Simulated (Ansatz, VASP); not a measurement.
**Rh12Cl in VASP and in Ansatz**

File INCAR:

```
PREC = Accurate ; ENCUT = 520
EDIFF = 1E-6 ; ISMEAR = 0
SIGMA = 0.1 ; LREAL = F
LASPH = T ; NELM = 80
ALGO = Normal ; ISIF = 2
LWAVE = F ; LCHARG = F
LDIPOL = T ; IDIPOL = 3
DIPOL = 0.5 0.5 0.303 ; GGA = PE
IVDW = 12 ; NBANDS = 106
```

The input KPOINTS:

```
regular mesh
0
Gamma
  6 6 1
```

The input POSCAR:

```
Rh12Cl
1.0
    5.3650160462      0.0000000000      0.0000000000
   -2.6825080231      4.6462401878      0.0000000000
    0.0000000000      0.0000000000     21.6939918225
Rh Cl
12 1
Direct
    0.3333333333      0.1666666667      0.1843828482
    0.3333333333      0.6666666667      0.1843828482
    0.8333333333      0.1666666667      0.1843828482
    0.8333333333      0.6666666667      0.1843828482
    0.1666666667      0.3333333333      0.2833554855
    0.1666666667      0.8333333333      0.2833554855
    0.6666666667      0.3333333333      0.2833554855
    0.6666666667      0.8333333333      0.2833554855
    0.0000000000      0.0000000000      0.3823174587
    0.0000000000      0.5000000000      0.3823174587
    0.5000000000      0.0000000000      0.3823174587
    0.5000000000      0.5000000000      0.3823174587
    0.3333333333      0.1666666667      0.5390428796
```

Input for Ansatz:

```yaml
crystal:
  lattice:
    - [5.3650160462, 0.0, 0.0]
    - [-2.6825080231, 4.6462401878, 0.0]
    - [0.0, 0.0, 21.6939918225]
  atoms:
    - { symbol: Rh, position: [0.3333333333, 0.1666666667, 0.1843828482] }
    - { symbol: Rh, position: [0.3333333333, 0.6666666667, 0.1843828482] }
    - { symbol: Rh, position: [0.8333333333, 0.1666666667, 0.1843828482] }
    - { symbol: Rh, position: [0.8333333333, 0.6666666667, 0.1843828482] }
    - { symbol: Rh, position: [0.1666666667, 0.3333333333, 0.2833554855] }
    - { symbol: Rh, position: [0.1666666667, 0.8333333333, 0.2833554855] }
    - { symbol: Rh, position: [0.6666666667, 0.3333333333, 0.2833554855] }
    - { symbol: Rh, position: [0.6666666667, 0.8333333333, 0.2833554855] }
    - { symbol: Rh, position: [0.0, 0.0, 0.3823174587] }
    - { symbol: Rh, position: [0.0, 0.5, 0.3823174587] }
    - { symbol: Rh, position: [0.5, 0.0, 0.3823174587] }
    - { symbol: Rh, position: [0.5, 0.5, 0.3823174587] }
    - { symbol: Cl, position: [0.3333333333, 0.1666666667, 0.5390428796] }
basis:
  ecutwfc: 420
kpoints:
  mp_grid: { grid: [6, 6, 1] }
hamiltonian:
  xc: pbe
  pseudopotentials: { kind: paw, azcp: { folder: soft_1 } }
  dispersion: d3bj
scf:
  occupations: { method: gaussian, width: 0.1 }
output:
  forces: true
  eigenvalues: true
efield:
  axis: 3
  dipole_correction: true
  ramp_width: 0.04
```

Alike in both runs: task single point; functional PBE; dispersion D3(BJ); k mesh 6 × 6 × 1; occupations gaussian, width 0.1 eV; no spin polarisation.

```csv
,VASP,Ansatz
version,VASP 6.6.1,Ansatz 0.2.0
potentials or method,"VASP PAW PBE potentials, release 64 (Rh_pv, Cl), cutoff 520 eV","scalar-relativistic, plane waves, PAW"
valence electrons in the cell,187,211
```

```csv
,VASP,Ansatz,Ansatz less VASP
gap on the k mesh at the Fermi level (eV),none,none,-
rms of the force components (eV/Å),0.266,0.266,-0.0003
```

Atom by atom the forces differ by 0.001 eV/Å (rms over components). A gap of «none» marks a metal or a gap that the smearing closes. VASP's potentials hold 187 valence electrons a cell and Ansatz's 211, so a difference there can come from the potentials and not from the codes. Ansatz's warnings: vacuum density over bound.
